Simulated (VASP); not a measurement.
# As2H in VASP: further runs

The runs below take As2H through single point, with PBE+D3(BJ).

Everything below comes from runs of VASP 6.6.1. Logs are shortened: lines on timing, memory, paths and dates and some standing lists are left out, and cuts for length are marked.

### Step 1. The cell of the first run

The cell holds a slab with vacuum, 3 atoms: a = 3.571 Å, b = 3.571 Å, c = 18.398 Å, α = 90.00°, β = 90.00°, γ = 120.00°.

### Step 2. Single point, PBE+D3(BJ), collinear spin, ferromagnetic start

The input, INCAR:

```
SYSTEM = As2H
PREC = Accurate
ENCUT = 520
EDIFF = 1E-6
ISMEAR = 0
SIGMA = 0.05
LREAL = .FALSE.
LASPH = .TRUE.
NELM = 150
ALGO = Normal
ISIF = 2
LWAVE = .FALSE.
LCHARG = .FALSE.
ISPIN = 2
MAGMOM = 0 0 1
LORBIT = 11
LDIPOL = .TRUE.
IDIPOL = 3
DIPOL = 0.5 0.5 0.289
GGA = PE
IVDW = 12
NBANDS = 16
```

The input, KPOINTS:

```
regular mesh
0
G
  9 9 1
  0 0 0
```

The input, POSCAR:

```
As2H
1.0
    3.5713387681      0.0000000000      0.0000000000
   -1.7856693841      3.0928700987      0.0000000000
    0.0000000000      0.0000000000     18.3976402524
As H
2 1
Direct
    0.3333333333      0.6666666667      0.2933876398
    0.6666666667      0.3333333333      0.2174191877
    0.6666666667      0.6666666667      0.3564392043
```

Potentials or basis: VASP PAW PBE potentials, release 64 (As, H).

The run is started by

```sh
cat potpaw_PBE.64/As/POTCAR potpaw_PBE.64/H/POTCAR > POTCAR
mpirun -np 1 vasp_std > vasp.out
```

OUTCAR:

```text
SYSTEM = As2H
   PREC = Accurate
   ENCUT = 520
   EDIFF = 1E-6
   ISMEAR = 0
   LREAL = .FALSE.
   LASPH = .TRUE.
   NELM = 150
   ISIF = 2
   ISPIN = 2
   LORBIT = 11
   GGA = PE
   IVDW = 12
 IVDW          = 12

 ion  position               nearest neighbor table
   1  0.333  0.667  0.293-   3 1.66   2 2.49   2 2.49   2 2.49
   2  0.667  0.333  0.217-   1 2.49   1 2.49   1 2.49
   3  0.667  0.667  0.356-   1 1.66

  LATTYP: Found a hexagonal cell.
 ALAT       =     3.5713387681
 C/A-ratio  =     5.1514688040

  Lattice vectors:

 A1 = (   3.5713387681,   0.0000000000,   0.0000000000)
 A2 = (  -1.7856693841,   3.0928700987,   0.0000000000)
 A3 = (   0.0000000000,   0.0000000000,  18.3976402524)

Analysis of symmetry for initial positions (statically):
=====================================================================
 Subroutine PRICEL returns:
 Original cell was already a primitive cell.

 Routine SETGRP: Setting up the symmetry group for a
 hexagonal supercell.

 Subroutine GETGRP returns: Found  1 space group operations
 (whereof  1 operations were pure point group operations)
 out of a pool of 24 trial point group operations.

The static configuration has the point symmetry C_1 .

Analysis of symmetry for dynamics (positions and initial velocities):
=====================================================================
 Subroutine PRICEL returns:
 Original cell was already a primitive cell.

 Routine SETGRP: Setting up the symmetry group for a
 hexagonal supercell.

 Subroutine GETGRP returns: Found  1 space group operations
 (whereof  1 operations were pure point group operations)
 out of a pool of 24 trial point group operations.

The dynamic configuration has the point symmetry C_1 .

Analysis of structural, dynamic, and magnetic symmetry:
=====================================================================
 Subroutine PRICEL returns:
 Original cell was already a primitive cell.

 Routine SETGRP: Setting up the symmetry group for a
 hexagonal supercell.

 Subroutine GETGRP returns: Found  1 space group operations
 (whereof  1 operations were pure point group operations)
 out of a pool of 24 trial point group operations.

The overall configuration has the point symmetry C_1 .

 Subroutine INISYM returns: Found  1 space group operations
 (whereof  1 operations are pure point group operations),
 and found     1 'primitive' translations

----------------------------------------------------------------------------------------

                                     Primitive cell

  volume of cell :     203.2146

  direct lattice vectors                    reciprocal lattice vectors
     3.571338768  0.000000000  0.000000000     0.280007041  0.161662140  0.000000000
    -1.785669384  3.092870099  0.000000000     0.000000000  0.323324281  0.000000000
     0.000000000  0.000000000 18.397640252     0.000000000  0.000000000  0.054354797

  length of vectors
     3.571338768  3.571338768 18.397640252     0.323324281  0.323324281  0.054354797

  position of ions in fractional coordinates (direct lattice)
     0.333333333  0.666666667  0.293387640
     0.666666667  0.333333333  0.217419188
     0.666666667  0.666666667  0.356439204

  ion indices of the primitive-cell ions
   primitive index   ion index
                 1           1
                 2           2
                 3           3

----------------------------------------------------------------------------------------

 KPOINTS: regular mesh

Automatic generation of k-mesh.
 Grid dimensions read from file:
 generate k-points for:    9    9    1

 Generating k-lattice:

  Cartesian coordinates                     Fractional coordinates (reciprocal lattice)
     0.031111893  0.017962460  0.000000000     0.111111111  0.000000000  0.000000000
     0.000000000  0.035924920  0.000000000     0.000000000  0.111111111  0.000000000
     0.000000000  0.000000000  0.054354797     0.000000000  0.000000000  1.000000000

  Length of vectors
     0.035924920  0.035924920  0.054354797

  Shift w.r.t. Gamma in fractional coordinates (k-lattice)
     0.000000000  0.000000000  0.000000000

 Subroutine IBZKPT returns following result:
 ===========================================

 Found     41 irreducible k-points:

 Following reciprocal coordinates:
            Coordinates               Weight
  0.000000  0.000000  0.000000      1.000000
  0.111111 -0.000000  0.000000      2.000000
  0.000000  0.111111  0.000000      2.000000
 -0.111111  0.111111  0.000000      2.000000
  0.222222 -0.000000  0.000000      2.000000
  0.000000  0.222222  0.000000      2.000000
[... 16 lines left out ...]
  0.333333  0.111111  0.000000      2.000000
 -0.111111  0.444444  0.000000      2.000000
 [... further k-points ...]
   k-points           NKPTS =     41   k-points in BZ     NKDIM =     41   number of bands    NBANDS=     16
   number of dos      NEDOS =    301   number of ions     NIONS =      3
   total plane-waves  NPLWV = 109760
   dimension x,y,z NGX =    28 NGY =   28 NGZ =  140
   dimension x,y,z NGXF=    56 NGYF=   56 NGZF=  280
   ions per type =               2   1
   NGX,Y,Z   is equivalent  to a cutoff of  13.03, 13.03, 12.65 a.u.
   NGXF,Y,Z  is equivalent  to a cutoff of  26.07, 26.07, 25.30 a.u.
 SYSTEM =  As2H
   PREC   = accura    normal or accurate (medium, high low for compatibility)
   ISTART =      0    job   : 0-new  1-cont  2-samecut
   ICHARG =      2    charge: 1-file 2-atom 10-const
   ISPIN  =      2    spin polarized calculation?
   LNONCOLLINEAR =      F non collinear calculations
   LSORBIT =      F    spin-orbit coupling
   LASPH  =      T    aspherical Exc in radial PAW
   ENCUT  =  520.0 eV  38.22 Ry    6.18 a.u.   6.64  6.64 34.21*2*pi/ulx,y,z
   NELM   =    150;   NELMIN=  2; NELMDL= -5     # of ELM steps
   EDIFF  = 0.1E-05   stopping-criterion for ELM
   LREAL  =      F    real-space projection
   EDIFFG = 0.1E-04   stopping-criterion for IOM
   NSW    =      0    number of steps for IOM
   IBRION =     -1    ionic relax: 0-MD 1-quasi-New 2-CG
   NFREE  =      0    steps in history (QN), initial steepest desc. (CG)
   ISIF   =      2    stress and relaxation
   ISYM   =      2    0-nonsym 1-usesym 2-fastsym
   POTIM  = 0.5000    time-step for ionic-motion
   TEBEG  =    0.0;   TEEND  =   0.0 temperature during run
   PSTRESS=    0.0 pullay stress
   NELECT =      11.0000    total number of electrons
   NUPDOWN=      -1.0000    fix difference up-down
   EMIN   =  10.00;   EMAX   =-10.00  energy-range for DOS
   EFERMI =   0.00;   METHOD = LEGACY
   ISMEAR =     0;   SIGMA  =   0.05  broadening in eV -4-tet -1-fermi 0-gaus
   EFERMI_NEDOS =   21; number of points for ismear=-14 and -15
   IALGO  =     38    algorithm
   IMIX   =      4    mixing-type and parameters
     AMIX     =   0.40;   BMIX     =  1.00
     AMIX_MAG =   1.60;   BMIX_MAG =  1.00
  volume/ion in A,a.u.               =      67.74       457.12
  Fermi-wavevector in a.u.,A,eV,Ry     =   0.619281  1.170271  5.217949  0.383508
  Thomas-Fermi vector in A             =   1.678022
   LORBIT       =     11    0 simple, 1 ext, 2 COOP (PROOUT), +10 PAW based schemes
   GGA     = PE    functional components
   LHFCALC =     F    Hartree Fock is set to
   AEXX    =    0.0000 exact exchange contribution
   IVDW    =    12    specifies the selected vdW correction
   LEPSILON=     F    determine dielectric tensor
   LRPA    =     F    only Hartree local field effects (RPA)
 spin polarized calculation
 Gauss-broadening in eV      SIGMA  =   0.05
  energy-cutoff  :      520.00
  volume of cell :      203.21
 maximum number of plane-waves:      5529
   NGX = 13   NGY = 13   NGZ = 69

 dipolmoment           0.000000      0.000000      0.000003 electrons x Angstroem

 number of electron      11.0000000 magnetization       0.1574486

 dipolmoment           0.000000      0.000000     -0.001686 electrons x Angstroem

 Free energy of the ion-electron system (eV)
  ---------------------------------------------------
  ext. energy  EPLUGINS =         0.00000000
  ---------------------------------------------------
  free energy    TOTEN  =       -11.30929360 eV

  energy without entropy =      -11.30609838  energy(sigma->0) =      -11.30769599

 E-fermi :  -2.2264     XC(G=0):  -3.0156

 val. band max:       -2.2432587818   @ k =   0.2222  -0.0000   0.0000
 cond. band min:      -2.2208595020   @ k =  -0.2222   0.2222   0.0000
 fundamental gap:      0.0223992798
 Fermi energy:        -2.2263789056

 spin component 1

 k-point     1 :       0.0000    0.0000    0.0000
  band No.  band energies     occupation
      1     -17.0663      1.00000
      2     -11.4401      1.00000
      3      -5.7865      1.00000
      4      -3.4013      1.00000
      5      -3.2478      1.00000
      6      -1.6899      0.00000
[... 8 lines left out ...]
     15       5.8827      0.00000
     16       6.0914      0.00000

 k-point     2 :       0.1111   -0.0000    0.0000
  band No.  band energies     occupation
      1     -16.9005      1.00000
      2     -11.3648      1.00000
      3      -6.0389      1.00000
      4      -4.4325      1.00000
      5      -3.6483      1.00000
      6      -1.0253      0.00000
[... 8 lines left out ...]
     15       5.6657      0.00000
     16       6.0934      0.00000
[... 387 lines left out ...]
      5      -4.5643      1.00000
      6      -3.3044      1.00000
[... 8 lines left out ...]
     15       6.7440      0.00000
     16       7.0236      0.00000

 k-point    24 :      -0.1111    0.4444    0.0000
  band No.  band energies     occupation
      1     -15.1055      1.00000
      2     -12.1569      1.00000
      3      -7.7759      1.00000
      4      -6.1549      1.00000
      5      -5.2737      1.00000
      6      -1.9425      0.00000
[... 8 lines left out ...]
     15       6.4586      0.00000
     16       6.9800      0.00000

 [... further k-points ...]

 spin component 2

 k-point     1 :       0.0000    0.0000    0.0000
  band No.  band energies     occupation
      1     -17.0248      1.00000
      2     -11.3721      1.00000
      3      -5.7087      1.00000
      4      -3.3552      1.00000
      5      -3.2121      1.00000
      6      -1.6162      0.00000
[... 8 lines left out ...]
     15       5.9154      0.00000
     16       6.1346      0.00000

 k-point     2 :       0.1111   -0.0000    0.0000
  band No.  band energies     occupation
      1     -16.8591      1.00000
      2     -11.2978      1.00000
      3      -5.9673      1.00000
      4      -4.3729      1.00000
      5      -3.6133      1.00000
      6      -0.9310      0.00000
[... 8 lines left out ...]
     15       5.7167      0.00000
     16       6.1223      0.00000
[... 387 lines left out ...]
      5      -4.5116      1.00000
      6      -3.1766      1.00000
[... 8 lines left out ...]
     15       6.7843      0.00000
     16       7.0657      0.00000

 k-point    24 :      -0.1111    0.4444    0.0000
  band No.  band energies     occupation
      1     -15.0634      1.00000
      2     -12.1045      1.00000
      3      -7.7184      1.00000
      4      -6.0956      1.00000
      5      -5.2215      1.00000
      6      -1.8421      0.00000
[... 8 lines left out ...]
     15       6.5137      0.00000
     16       7.0194      0.00000

 [... further k-points ...]

------------------------ aborting loop because EDIFF is reached ----------------------------------------

 vacuum level on the upper side and lower side of the slab       (xc-potential included)        -0.014         0.013

 Edisp (eV)   -0.49710

 E8    (eV) :    -0.2149

  FORCE on cell =-STRESS in cart. coord.  units (eV):
  Direction    XX          YY          ZZ          XY          YZ          ZX
  --------------------------------------------------------------------------------------
  -------------------------------------------------------------------------------------
  Total       0.07762     0.34305     1.04711     0.96410     1.41199     0.71044
  in kB       0.61198     2.70464     8.25560     7.60112    11.13239     5.60120
  external pressure =        3.86 kB  Pullay stress =        0.00 kB

 VOLUME and BASIS-vectors are now :
 -----------------------------------------------------------------------------
  energy-cutoff  :      520.00
  volume of cell :      203.21
      direct lattice vectors                 reciprocal lattice vectors
     3.571338768  0.000000000  0.000000000     0.280007041  0.161662140  0.000000000
    -1.785669384  3.092870099  0.000000000     0.000000000  0.323324281  0.000000000
     0.000000000  0.000000000 18.397640252     0.000000000  0.000000000  0.054354797

 POSITION                                       TOTAL-FORCE (eV/Angst)
 -----------------------------------------------------------------------------------
     -0.00000      2.06191      5.39764         0.787025      0.224538      0.740260
      1.78567      1.03096      4.00000        -0.634769     -0.653903     -0.751502
      1.19045      2.06191      6.55764        -0.152256      0.429365      0.011242
 -----------------------------------------------------------------------------------
    total drift:                               -0.000053     -0.000028     -0.000063

  FREE ENERGIE OF THE ION-ELECTRON SYSTEM (eV)
  ---------------------------------------------------
  free  energy   TOTEN  =       -11.8063892580 eV

  energy  without entropy=      -11.8031940414  energy(sigma->0) =      -11.80479165

 vacuum level on the upper side and lower side of the slab         2.158         2.185

 total charge

# of ion       s       p       d       tot
------------------------------------------
    1        1.261   1.413   0.074   2.748
    2        1.303   1.360   0.046   2.709
    3        0.489   0.013   0.000   0.502
--------------------------------------------------
tot          3.053   2.786   0.120   5.958

 magnetization (x)

# of ion       s       p       d       tot
------------------------------------------
    1        0.009   0.004   0.003   0.016
    2        0.002   0.039   0.001   0.041
    3        0.016   0.000   0.000   0.016
--------------------------------------------------
tot          0.027   0.043   0.004   0.074
```

Run time: 4.1 min. Hardware: 1 thread of Intel Xeon 6975P-C (Granite Rapids), shared host; peak memory 0.52 GiB.

Results:

```
Free energy                                           : -11.8064 eV
Largest force                                         : 1.181 eV/Å
Net moment                                            : 0.16 μB per cell
Site moments                                          : As +0.02, +0.04; H +0.02 μB
Valence electrons inside the program's atomic spheres : As 2.75, 2.71; H 0.50
Dispersion energy per atom                            : -0.166 eV
```

Forces on the atoms (eV/Å):
```
As   0.787  0.225  0.740
As  -0.635 -0.654 -0.752
H   -0.152  0.429  0.011
```

Levels at points of the mesh, in eV from the Fermi level:
Spin up:
| k point | band 3 | band 4 | band 5 | band 6 | band 7 | band 8 | band 9 | band 10 |
| --- | --- | --- | --- | --- | --- | --- | --- | --- |
| (0.00, 0.00, 0.00) | -3.56 | -1.17 | -1.02 | 0.54 | 1.97 | 2.48 | 3.38 | 4.04 |
Spin down:
```tsv
k point	band 2	band 3	band 4	band 5	band 6	band 7	band 8	band 9
(0.00, 0.00, 0.00)	-9.15	-3.48	-1.13	-0.99	0.61	2.04	2.52	3.43
```

### Step 3. Single point, PBE+D3(BJ), collinear spin, ferromagnetic start

The input, INCAR:

```
PREC     = Accurate       # precision mode
ENCUT    = 520            # plane-wave cutoff, eV
EDIFF    = 1E-7           # SCF threshold, eV
ISMEAR   = 0              # smearing method
SIGMA    = 0.05           # smearing width, eV
LREAL    = False          # projectors in reciprocal space
LASPH    = True           # aspherical terms in the spheres
NELM     = 150            # most SCF steps
ALGO     = Normal         # electronic algorithm
ISIF     = 2              # what is computed and relaxed
LWAVE    = False          # write WAVECAR
LCHARG   = False          # write CHGCAR
ISPIN    = 2              # spin polarisation
MAGMOM   = 0 0 1          # initial moments
LORBIT   = 11             # projections on sites
LDIPOL   = True         
IDIPOL   = 3            
DIPOL    = 0.5 0.5 0.314
GGA      = PE             # functional
IVDW     = 12             # dispersion correction
NBANDS   = 16             # bands
```

The input, KPOINTS:

```
Automatic mesh
0
Gamma
  9 9 1
```

Edit POSCAR of step 2 so:

```diff
@@ -10,2 +10,2 @@
     0.6666666667      0.3333333333      0.2174191877
-    0.6666666667      0.6666666667      0.3564392043
+    0.6666666667      0.6666666667      0.4319923720
```

Potentials or basis: VASP PAW PBE potentials, release 64 (As, H).

The run is started by

```sh
cat potpaw_PBE.64/As/POTCAR potpaw_PBE.64/H/POTCAR > POTCAR
mpirun -np 1 vasp_std > vasp.out
```

It took 10 min on 1 thread of Intel Xeon 6975P-C (Granite Rapids), shared host; peak memory 0.52 GiB.

The run converged. Its results:

```yaml
Free_energy: -10.9624 eV
Largest_force: 0.201 eV/Å
Band_gap_on_the_k_mesh: 1.24 eV, indirect (least direct gap 1.52 eV)
Net_moment: 1.00 μB per cell
Site_moments: As +0.02, +0.04; H +0.36 μB
Valence_electrons_inside_the_program's_atomic_spheres: As 2.71, 2.72; H 0.38
Dispersion_energy_per_atom: -0.163 eV
```

Forces on the atoms (eV/Å):
```
As   0.035  0.003  0.198
As  -0.027 -0.003 -0.072
H   -0.008  0.001 -0.126
```

Levels at points of the mesh, in eV from the valence-band top:
Spin up:
| k point | band 4 | band 5 | band 6 | band 7 | band 8 | band 9 |
| --- | --- | --- | --- | --- | --- | --- |
| (0.00, 0.00, 0.00) | -0.16 | -0.04 | -0.03 | 2.20 | 3.47 | 3.48 |
Spin down:
```tsv
k point	band 1	band 2	band 3	band 4	band 5	band 6	band 7	band 8	band 9	band 10
(0.00, 0.00, 0.00)	-13.69	-7.30	-1.01	-0.01	0.00	1.52	2.75	3.52	3.52	4.92
```

### Step 4. Single point, PBE+D3(BJ), collinear spin, ferromagnetic start

The input, INCAR:

```
SYSTEM = As2H
  PREC = Accurate
  ENCUT = 520
  EDIFF = 1E-7
  ISMEAR = 0
  SIGMA = 0.05
  LREAL = .False.
  LASPH = .True.
  NELM = 150
  ALGO = Normal
  ISIF = 2
  LWAVE = .False.
  LCHARG = .False.
  ISPIN = 2
  MAGMOM = 0 0 1
  LORBIT = 11
  LDIPOL = .True.
  IDIPOL = 3
  DIPOL = 0.5 0.5 0.298
  GGA = PE
  IVDW = 12
  NBANDS = 16
```

The input, KPOINTS:

```
Automatic mesh
0
Gamma
  9 9 1
  0 0 0
```

Edit POSCAR of step 3 so:

```diff
@@ -10,2 +10,2 @@
     0.6666666667      0.3333333333      0.2174191877
-    0.6666666667      0.6666666667      0.4319923720
+    0.5000000000      0.6666666667      0.3830730548
```

The run is started by

```sh
cat potpaw_PBE.64/As/POTCAR potpaw_PBE.64/H/POTCAR > POTCAR
mpirun -np 1 vasp_std > vasp.out
```

Run time: 11 min. Hardware: 1 thread of Intel Xeon 6975P-C (Granite Rapids), shared host; peak memory 0.52 GiB.

The run converged. Its results:

| Item | Value |
| --- | --- |
| Free energy | -11.6592 eV |
| Largest force | 1.506 eV/Å |
| Net moment | 0.00 μB per cell |
| Valence electrons inside the program's atomic spheres | As 2.73, 2.69; H 0.48 |
| Dispersion energy per atom | -0.162 eV |

Forces in eV/Å, atoms in the order of the input:
```
As   0.735  0.107  1.311
As  -0.586 -0.147 -0.313
H   -0.149  0.040 -0.998
```

Levels at points of the mesh, in eV from the Fermi level:
Spin up:
```
           k point  band 4  band 5  band 6  band 7  band 8  band 9
(0.00, 0.00, 0.00)   -1.37   -1.32    0.20    1.86    2.16    2.40
```
Spin down:
```csv
k point,band 2,band 3,band 4,band 5,band 6,band 7,band 8,band 9,band 10,band 11
"(0.00, 0.00, 0.00)",-9.35,-4.12,-1.37,-1.32,0.20,1.86,2.16,2.40,3.63,4.45
```
